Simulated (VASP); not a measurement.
Pb2O: relaxation of the atoms with r2SCAN

Pb2O:

```xyz
6
Lattice="5.3022 0.0000 0.0000 0.0000 5.3022 0.0000 0.0000 0.0000 5.3022" Properties=species:S:1:pos:R:3 pbc="T T T"
Pb    1.3255    1.3255    1.3255
Pb    3.9766    3.9766    1.3255
Pb    1.3255    3.9766    3.9766
Pb    3.9766    1.3255    3.9766
O     0.0000    0.0000    0.0000
O     2.6511    2.6511    2.6511
```

```yaml
Program: VASP 6.6.1
Task: relaxation of the atoms
Functional: r2SCAN
Potentials_or_basis: VASP PAW PBE potentials, release 64 (Pb_d, O)
Cutoff: 580 eV
k_mesh: 6 × 6 × 6
Occupations: fermi-dirac, width 0.1 eV
Spin: no spin polarisation
Dipole_correction: no
Further_INCAR_settings: ALGO = Normal; EDIFF = 1e-07; IBRION = 2; EDIFFG = -0.01; NSW = 50
```

* Pressure after relaxing: 4.0 GPa
* Band gap on the k mesh: zero (bands 34 and 35 overlap by 1.01 eV)

Final structure:
```
CELL_PARAMETERS angstrom
5.30217 0.00000 0.00000
0.00000 5.30217 0.00000
0.00000 0.00000 5.30217
ATOMIC_POSITIONS crystal
Pb 0.25000 0.25000 0.25000
Pb 0.75000 0.75000 0.25000
Pb 0.25000 0.75000 0.75000
Pb 0.75000 0.25000 0.75000
O 0.00000 0.00000 0.00000
O 0.50000 0.50000 0.50000
```

Levels at points of the mesh, in eV from the Fermi level:
```tsv
k point	band 32	band 33	band 34	band 35	band 36	band 37
(0.00, 0.00, 0.00)	-0.53	-0.53	-0.53	2.23	2.23	2.23
(0.50, 0.00, 0.00)	-1.01	-0.66	-0.66	1.26	1.26	2.11
(0.50, 0.50, 0.00)	-1.24	-0.18	-0.18	1.70	1.70	2.09
(0.50, 0.50, 0.50)	-0.99	-0.93	-0.93	-0.93	1.74	5.05
```

Wall time 2.5 min on 4 MPI ranks on Intel(R) Xeon(R) Platinum 8488C (Sapphire Rapids), with other jobs on the host, peak memory 0.35 GiB a rank.

Caveat: the relaxation stopped at its first step, so nothing moved; the PAW data sets were made with another functional, which shifts forces and pressure a little; spin-orbit coupling is left out, which moves the levels of the heavy elements.
